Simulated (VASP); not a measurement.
Write the native input for VASP 6.6.1 that does the following.

- Task: single point
- Functional: PBEsol
- Dispersion: D3(BJ)
- Potentials or basis: VASP PAW PBE potentials, release 64 (P)
- Cutoff: 520 eV
- k mesh: 14 × 14 × 12
- Occupations: gaussian, width 0.1 eV
- Spin: no spin polarisation
- Dipole correction: no
- Further INCAR settings: ALGO = Normal; EDIFF = 1e-06; NBANDS = 18

The structure of P lies in POSCAR:

```
P
1.0
    1.6771123567     -4.8942873320      0.0000000000
    1.6771123567      4.8942873320      0.0000000000
    0.0000000000      0.0000000000      3.7510905303
P
4
Direct
    0.8875162746      0.1124837254      0.0532775957
    0.6124837254      0.3875162746      0.5532775957
    0.1124837254      0.8875162746      0.9467224043
    0.3875162746      0.6124837254      0.4467224043
```

One way to write it, as run:

INCAR

```
ALGO = Normal
EDIFF = 1E-6
ENCUT = 520
GGA = PS
ISIF = 2
ISMEAR = 0
IVDW = 12
LASPH = True
LCHARG = False
LREAL = False
LWAVE = False
NBANDS = 18
NELM = 60
PREC = Accurate
SIGMA = 0.1
```

KPOINTS

```
k-points
0
Gamma
  14 14 12
```

Potentials or basis: VASP PAW PBE potentials, release 64 (P).

Run with:

```bash
$ cat potpaw_PBE.64/P/POTCAR > POTCAR
$ mpirun -np 1 vasp_std > vasp.out
```

It gave:

The pressure is 1.3 GPa, the largest force is 0.042 eV/Å and the band gap on the k mesh is zero (bands 10 and 11 overlap by 0.95 eV). The dispersion energy per atom is -0.367 eV.

Caveat: the PAW data sets were made with another functional, which shifts forces and pressure a little.

It took 7.4 min on 1 thread of Intel(R) Xeon(R) Platinum 8375C CPU @ 2.90GHz (Ice Lake) (shared host), peak memory 0.43 GiB.
